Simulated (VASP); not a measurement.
# Sr (Fm-3m) in VASP: a series of runs

Runs on Sr. Level: PBE. Tasks: single point.

Program: VASP 6.6.1. These are calculated values, not measurements. Logs are shortened: lines on timing, memory, paths and dates and some standing lists are left out, and cuts for length are marked.

## 1. The cell of the first run

Symmetry: Fm-3m, No. 225, cubic system. Conventional cell: a = 5.873 Å, b = 5.873 Å, c = 5.873 Å, α = 90.00°, β = 90.00°, γ = 90.00°. Sr (site symmetry m-3m) has 12 Sr at 4.15 Å within 5.4 Å.

## 2. Single point, PBE (50.64 Å³/atom)

INCAR reads:

```
SYSTEM = Sr
PREC = Accurate
ENCUT = 520
EDIFF = 1E-7
ISMEAR = -1
SIGMA = 0.08
LREAL = .False.
LASPH = .True.
NELM = 80
ALGO = Normal
ISIF = 2
LWAVE = .False.
LCHARG = .True.
GGA = PE
LELF = .True.
LVHAR = .True.
NBANDS = 11
```

KPOINTS reads:

```
Automatic mesh
0
Gamma
  12 12 12
  0 0 0
```

POSCAR reads:

```
Sr
1.0
    0.0000000000      2.9363788388      2.9363788388
    2.9363788388      0.0000000000      2.9363788388
    2.9363788388      2.9363788388      0.0000000000
Sr
1
Direct
    0.0000000000      0.0000000000      0.0000000000
```

Potentials or basis: VASP PAW PBE potentials, release 64 (Sr_sv).

Command:

```bash
cat potpaw_PBE.64/Sr_sv/POTCAR > POTCAR
mpirun -np 1 vasp_std > vasp.out
```

OUTCAR:

```text
SYSTEM = Sr
   PREC = Accurate
   ENCUT = 520
   EDIFF = 1E-7
   ISMEAR = -1
   LREAL = .False.
   LASPH = .True.
   NELM = 80
   ISIF = 2
   GGA = PE

 ion  position               nearest neighbor table
   1  0.000  0.000  0.000-

  LATTYP: Found a face centered cubic cell.
 ALAT       =     5.8727576776

  Lattice vectors:

 A1 = (   0.0000000000,   2.9363788388,   2.9363788388)
 A2 = (   2.9363788388,   0.0000000000,   2.9363788388)
 A3 = (   2.9363788388,   2.9363788388,   0.0000000000)

Analysis of symmetry for initial positions (statically):
=====================================================================
 Subroutine PRICEL returns:
 Original cell was already a primitive cell.

 Routine SETGRP: Setting up the symmetry group for a
 face centered cubic supercell.

 Subroutine GETGRP returns: Found 48 space group operations
 (whereof 48 operations were pure point group operations)
 out of a pool of 48 trial point group operations.

The static configuration has the point symmetry O_h .

Analysis of symmetry for dynamics (positions and initial velocities):
=====================================================================
 Subroutine PRICEL returns:
 Original cell was already a primitive cell.

 Routine SETGRP: Setting up the symmetry group for a
 face centered cubic supercell.

 Subroutine GETGRP returns: Found 48 space group operations
 (whereof 48 operations were pure point group operations)
 out of a pool of 48 trial point group operations.

The dynamic configuration has the point symmetry O_h .

 Subroutine INISYM returns: Found 48 space group operations
 (whereof 48 operations are pure point group operations),
 and found     1 'primitive' translations

----------------------------------------------------------------------------------------

                                     Primitive cell

  volume of cell :      50.6368

  direct lattice vectors                    reciprocal lattice vectors
     0.000000000  2.936378839  2.936378839    -0.170277756  0.170277756  0.170277756
     2.936378839  0.000000000  2.936378839     0.170277756 -0.170277756  0.170277756
     2.936378839  2.936378839  0.000000000     0.170277756  0.170277756 -0.170277756

  length of vectors
     4.152666778  4.152666778  4.152666778     0.294929725  0.294929725  0.294929725

  position of ions in fractional coordinates (direct lattice)
     0.000000000  0.000000000  0.000000000

  ion indices of the primitive-cell ions
   primitive index   ion index
                 1           1

----------------------------------------------------------------------------------------

 KPOINTS: Automatic mesh

Automatic generation of k-mesh.
 Grid dimensions read from file:
 generate k-points for:   12   12   12

 Generating k-lattice:

  Cartesian coordinates                     Fractional coordinates (reciprocal lattice)
    -0.014189813  0.014189813  0.014189813     0.083333333  0.000000000  0.000000000
     0.014189813 -0.014189813  0.014189813     0.000000000  0.083333333  0.000000000
     0.014189813  0.014189813 -0.014189813     0.000000000  0.000000000  0.083333333

  Length of vectors
     0.024577477  0.024577477  0.024577477

  Shift w.r.t. Gamma in fractional coordinates (k-lattice)
     0.000000000  0.000000000  0.000000000

 Subroutine IBZKPT returns following result:
 ===========================================

 Found     72 irreducible k-points:

 Following reciprocal coordinates:
            Coordinates               Weight
  0.000000  0.000000  0.000000      1.000000
  0.083333  0.000000  0.000000      8.000000
  0.166667  0.000000  0.000000      8.000000
  0.250000  0.000000  0.000000      8.000000
  0.333333  0.000000  0.000000      8.000000
  0.416667  0.000000  0.000000      8.000000
[... 16 lines left out ...]
  0.500000  0.166667  0.000000     24.000000
 -0.416667  0.166667  0.000000     24.000000
 [... further k-points ...]
   k-points           NKPTS =     72   k-points in BZ     NKDIM =     72   number of bands    NBANDS=     11
   number of dos      NEDOS =    301   number of ions     NIONS =      1
   total plane-waves  NPLWV =  32768
   dimension x,y,z NGX =    32 NGY =   32 NGZ =   32
   dimension x,y,z NGXF=    64 NGYF=   64 NGZF=   64
   ions per type =               1
   NGX,Y,Z   is equivalent  to a cutoff of  12.81, 12.81, 12.81 a.u.
   NGXF,Y,Z  is equivalent  to a cutoff of  25.62, 25.62, 25.62 a.u.
 SYSTEM =  Sr
   PREC   = accura    normal or accurate (medium, high low for compatibility)
   ISTART =      0    job   : 0-new  1-cont  2-samecut
   ICHARG =      2    charge: 1-file 2-atom 10-const
   ISPIN  =      1    spin polarized calculation?
   LNONCOLLINEAR =      F non collinear calculations
   LSORBIT =      F    spin-orbit coupling
   LASPH  =      T    aspherical Exc in radial PAW
   ENCUT  =  520.0 eV  38.22 Ry    6.18 a.u.   7.72  7.72  7.72*2*pi/ulx,y,z
   NELM   =     80;   NELMIN=  2; NELMDL= -5     # of ELM steps
   EDIFF  = 0.1E-06   stopping-criterion for ELM
   LREAL  =      F    real-space projection
   EDIFFG = 0.1E-05   stopping-criterion for IOM
   NSW    =      0    number of steps for IOM
   IBRION =     -1    ionic relax: 0-MD 1-quasi-New 2-CG
   NFREE  =      0    steps in history (QN), initial steepest desc. (CG)
   ISIF   =      2    stress and relaxation
   ISYM   =      2    0-nonsym 1-usesym 2-fastsym
   POTIM  = 0.5000    time-step for ionic-motion
   TEBEG  =    0.0;   TEEND  =   0.0 temperature during run
   PSTRESS=    0.0 pullay stress
   NELECT =      10.0000    total number of electrons
   NUPDOWN=      -1.0000    fix difference up-down
   EMIN   =  10.00;   EMAX   =-10.00  energy-range for DOS
   EFERMI =   0.00;   METHOD = LEGACY
   ISMEAR =    -1;   SIGMA  =   0.08  broadening in eV -4-tet -1-fermi 0-gaus
   EFERMI_NEDOS =   21; number of points for ismear=-14 and -15
   IALGO  =     38    algorithm
   IMIX   =      4    mixing-type and parameters
     AMIX     =   0.40;   BMIX     =  1.00
     AMIX_MAG =   1.60;   BMIX_MAG =  1.00
  volume/ion in A,a.u.               =      50.64       341.71
  Fermi-wavevector in a.u.,A,eV,Ry     =   0.953351  1.801572 12.366033  0.908878
  Thomas-Fermi vector in A             =   2.081998
   LORBIT       =      0    0 simple, 1 ext, 2 COOP (PROOUT), +10 PAW based schemes
   GGA     = PE    functional components
   LHFCALC =     F    Hartree Fock is set to
   AEXX    =    0.0000 exact exchange contribution
   IVDW    =     0    specifies the selected vdW correction
   LEPSILON=     F    determine dielectric tensor
   LRPA    =     F    only Hartree local field effects (RPA)
 non-spin polarized calculation
  energy-cutoff  :      520.00
  volume of cell :       50.64
 maximum number of plane-waves:      1381
   NGX = 15   NGY = 15   NGZ = 15

 number of electron      10.0000000 magnetization

 Free energy of the ion-electron system (eV)
  ---------------------------------------------------
  ext. energy  EPLUGINS =         0.00000000
  ---------------------------------------------------
  free energy    TOTEN  =        -1.63667787 eV

  energy without entropy =       -1.61122753  energy(sigma->0) =       -1.62395270

 E-fermi :   1.8768     XC(G=0):  -7.6043

 val. band max:        1.8009156669   @ k =  -0.3333   0.4167   0.1667
 cond. band min:       1.8867319517   @ k =  -0.2500   0.5000   0.2500
 fundamental gap:      0.0858162847
 Fermi energy:         1.8767604886

 k-point     1 :       0.0000    0.0000    0.0000
  band No.  band energies     occupation
      1     -34.5844      2.00000
      2     -16.4550      2.00000
      3     -16.4550      2.00000
      4     -16.4550      2.00000
      5      -1.8935      2.00000
      6       4.3082      0.00000
      7       4.3082      0.00000
      8       4.3082      0.00000
      9       5.9111      0.00000
     10       5.9111      0.00000
     11       9.2378      0.00000

 k-point     2 :       0.0833    0.0000    0.0000
  band No.  band energies     occupation
      1     -34.5830      2.00000
      2     -16.4732      2.00000
      3     -16.4574      2.00000
      4     -16.4574      2.00000
      5      -1.7722      2.00000
      6       4.1194      0.00000
      7       4.3661      0.00000
      8       4.3661      0.00000
      9       5.8311      0.00000
     10       5.8311      0.00000
     11       9.5540      0.00000

 k-point     3 :       0.1667    0.0000    0.0000
  band No.  band energies     occupation
      1     -34.5793      2.00000
      2     -16.5224      2.00000
      3     -16.4639      2.00000
      4     -16.4639      2.00000
      5      -1.4215      2.00000
      6       3.6785      0.00000
      7       4.4785      0.00000
      8       4.4785      0.00000
      9       5.7170      0.00000
     10       5.7170      0.00000
     11       9.7622      0.00000

 k-point     4 :       0.2500    0.0000    0.0000
  band No.  band energies     occupation
      1     -34.5741      2.00000
      2     -16.5885      2.00000
      3     -16.4727      2.00000
      4     -16.4727      2.00000
      5      -0.8824      2.00000
      6       3.1707      0.00000
      7       4.4715      0.00000
      8       4.4715      0.00000
      9       5.8490      0.00000
     10       5.8490      0.00000
     11       9.0269      0.00000

 k-point     5 :       0.3333    0.0000    0.0000
  band No.  band energies     occupation
      1     -34.5690      2.00000
      2     -16.6534      2.00000
      3     -16.4815      2.00000
      4     -16.4815      2.00000
      5      -0.2303      2.00000
      6       2.6893      0.00008
      7       4.3247      0.00000
      8       4.3247      0.00000
      9       6.2878      0.00000
     10       6.2878      0.00000
     11       8.4570      0.00000
[... 211 lines left out ...]
 k-point    21 :       0.3333    0.1667    0.0000
  band No.  band energies     occupation
      1     -34.5690      2.00000
      2     -16.6162      2.00000
      3     -16.5004      2.00000
      4     -16.4994      2.00000
      5      -0.3046      2.00000
      6       2.8540      0.00001
      7       3.9062      0.00000
      8       4.7750      0.00000
      9       5.5355      0.00000
     10       6.5967      0.00000
     11       9.3989      0.00000

 k-point    22 :       0.4167    0.1667    0.0000
  band No.  band energies     occupation
      1     -34.5648      2.00000
      2     -16.6628      2.00000
      3     -16.5153      2.00000
      4     -16.5050      2.00000
      5       0.3491      2.00000
      6       2.4773      0.00110
      7       3.6476      0.00000
      8       4.6540      0.00000
      9       6.1478      0.00000
     10       6.9876      0.00000
     11       8.4124      0.00000

 k-point    23 :       0.5000    0.1667    0.0000
  band No.  band energies     occupation
      1     -34.5621      2.00000
      2     -16.6903      2.00000
      3     -16.5292      2.00000
      4     -16.5052      2.00000
      5       0.9592      1.99998
      6       2.0960      0.12132
      7       3.5509      0.00000
      8       4.5334      0.00000
      9       6.7213      0.00000
     10       7.1032      0.00000
     11       7.7755      0.00000

 k-point    24 :      -0.4167    0.1667    0.0000
  band No.  band energies     occupation
      1     -34.5618      2.00000
      2     -16.6926      2.00000
      3     -16.5378      2.00000
      4     -16.4999      2.00000
      5       1.1013      1.99988
      6       2.0288      0.26016
      7       3.5091      0.00000
      8       4.4881      0.00000
      9       6.7196      0.00000
     10       7.0706      0.00000
     11       7.8304      0.00000

 [... further k-points ...]

------------------------ aborting loop because EDIFF is reached ----------------------------------------

  FORCE on cell =-STRESS in cart. coord.  units (eV):
  Direction    XX          YY          ZZ          XY          YZ          ZX
  --------------------------------------------------------------------------------------
  -------------------------------------------------------------------------------------
  Total        0.3510305      0.3510305      0.3510305     -0.0000000     -0.0000000     -0.0000000
  in kB       11.1068075     11.1068075     11.1068075     -0.0000000     -0.0000000     -0.0000000
  external PRESSURE =      11.1068075 kB  Pullay stress =       0.0000000 kB

 VOLUME and BASIS-vectors are now :
 -----------------------------------------------------------------------------
  energy-cutoff  :      520.00
  volume of cell :       50.64
      direct lattice vectors                 reciprocal lattice vectors
     0.000000000  2.936378839  2.936378839    -0.170277756  0.170277756  0.170277756
     2.936378839  0.000000000  2.936378839     0.170277756 -0.170277756  0.170277756
     2.936378839  2.936378839  0.000000000     0.170277756  0.170277756 -0.170277756

 POSITION                                       TOTAL-FORCE (eV/Angst)
 -----------------------------------------------------------------------------------
      0.00000      0.00000      0.00000         0.000000      0.000000      0.000000
 -----------------------------------------------------------------------------------
    total drift:                                0.000000      0.000000     -0.000000

  FREE ENERGIE OF THE ION-ELECTRON SYSTEM (eV)
  ---------------------------------------------------
  free  energy   TOTEN  =        -1.6366778699 eV

  energy  without entropy=       -1.6112275329  energy(sigma->0) =       -1.62395270
```

Run time: 49 s. Hardware: 1 thread of Intel Xeon 8259CL, shared host; peak memory 0.19 GiB.

Results:

- Free energy: -1.6367 eV
- Pressure: 1.1 GPa

## 3. Single point, PBE (50.64 Å³/atom)

INCAR reads:

```
PREC = Accurate
ENCUT = 520
EDIFF = 1E-7
ISMEAR = -1
SIGMA = 0.08
LREAL = F
LASPH = T
NELM = 100
ALGO = Normal
ISIF = 2
LWAVE = F
LCHARG = F
GGA = PE
NBANDS = 11
```

KPOINTS reads:

```
Automatic mesh
0
Gamma
  12 12 12
```

POSCAR is that of step 2.

Potentials or basis: VASP PAW PBE potentials, release 64 (Sr_sv).

Command:

```bash
cat potpaw_PBE.64/Sr_sv/POTCAR > POTCAR
mpirun -np 1 vasp_std > vasp.out
```

Wall time 46 s (1 thread of Intel Xeon 8259CL, shared host); peak memory 0.19 GiB.

Results (log left out):

| Property | Result |
| --- | --- |
| Free energy | -1.6367 eV |
| Pressure | 1.1 GPa |

Levels at points of the mesh, in eV from the Fermi level:
```tsv
k point	band 3	band 4	band 5	band 6	band 7	band 8
(0.00, 0.00, 0.00)	-18.33	-18.33	-3.77	2.43	2.43	2.43
(0.50, 0.00, 0.00)	-18.37	-18.37	-1.16	0.18	2.26	2.26
(0.50, 0.50, 0.00)	-18.43	-18.43	-0.74	0.27	1.25	5.19
```

## 4. Single point, PBE

This run uses another cell than the first one, of 55.04 Å³/atom.

INCAR reads:

```
PREC = Accurate
ENCUT = 520
EDIFF = 1E-6
ISMEAR = -1
SIGMA = 0.08
LREAL = F
LASPH = T
NELM = 80
ALGO = Normal
ISIF = 2
LWAVE = F
LCHARG = F
GGA = PE
NBANDS = 11
```

KPOINTS is that of step 3.

POSCAR reads:

```
Sr
1.0
    0.0000000000      3.0191369257      3.0191369257
    3.0191369257      0.0000000000      3.0191369257
    3.0191369257      3.0191369257      0.0000000000
Sr
1
Direct
    0.0000000000      0.0000000000      0.0000000000
```

Command:

```bash
cat potpaw_PBE.64/Sr_sv/POTCAR > POTCAR
mpirun -np 1 vasp_std > vasp.out
```

Wall time 44 s (1 thread of Intel Xeon 8259CL, shared host); peak memory 0.2 GiB.

Results (log left out):

| Quantity | Value |
| --- | --- |
| Free energy | -1.6511 eV |
| Pressure | 0.0 GPa |
| Band gap on the k mesh | zero (bands 5 and 6 overlap by 0.06 eV) |

Levels at points of the mesh, in eV from the Fermi level:
```csv
k point,band 2,band 3,band 4,band 5,band 6,band 7,band 8,band 9
"(0.00, 0.00, 0.00)",-18.50,-18.50,-18.50,-3.63,2.35,2.35,2.35,3.82
"(0.50, 0.00, 0.00)",-18.69,-18.52,-18.52,-1.11,0.08,2.20,2.20,4.86
"(0.50, 0.50, 0.00)",-18.68,-18.57,-18.57,-0.63,0.36,1.06,4.87,5.16
```
